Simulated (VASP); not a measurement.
A run of VASP 6.6.1:

File INCAR:

```
ALGO = Normal
EDIFF = 1E-6
ENCUT = 500
GGA = PE
GGA_COMPAT = F
ISIF = 2
ISMEAR = 0
LASPH = T
LCHARG = T
LELF = T
LREAL = F
LVHAR = T
LWAVE = F
NBANDS = 15
NELM = 120
PREC = Accurate
SIGMA = 0.2
```

Contents of KPOINTS:

```
k-points
0
Gamma
  5 4 3
```

Contents of POSCAR:

```
AlH7
1.0
    3.3932158675      0.0094932795      0.2356098297
   -1.3673657388      3.6722535954     -0.3295911693
   -0.8666751239     -1.0368162020      4.2770815626
Al H
1 7
Direct
    0.0000000000      0.0000000000      0.0000000000
    0.5000000000      0.0000000000      0.0000000000
    0.5000000000      0.5000000000      0.0000000000
    0.0000000000      0.0000000000      0.5000000000
    0.5000000000      0.5000000000      0.5000000000
    0.0000000000      0.5000000000      0.0000000000
    0.2447638405      0.2468867744      0.4611328035
    0.7552361595      0.7531132256      0.5388671965
```

Potentials or basis: VASP PAW PBE potentials, release 64 (Al, H).

Run with:

```console
$ cat potpaw_PBE.64/Al/POTCAR potpaw_PBE.64/H/POTCAR > POTCAR
$ mpirun -np 1 vasp_std > vasp.out
```

Hardware: 1 thread of Intel Xeon 8259CL, with other jobs on the host.

Question: How long does it take, and how much memory?

Answer: Run time: 46 s on 1 thread of Intel Xeon 8259CL, with other jobs on the host, peak memory 0.15 GiB. Counts: scf iterations 13, k points 31.
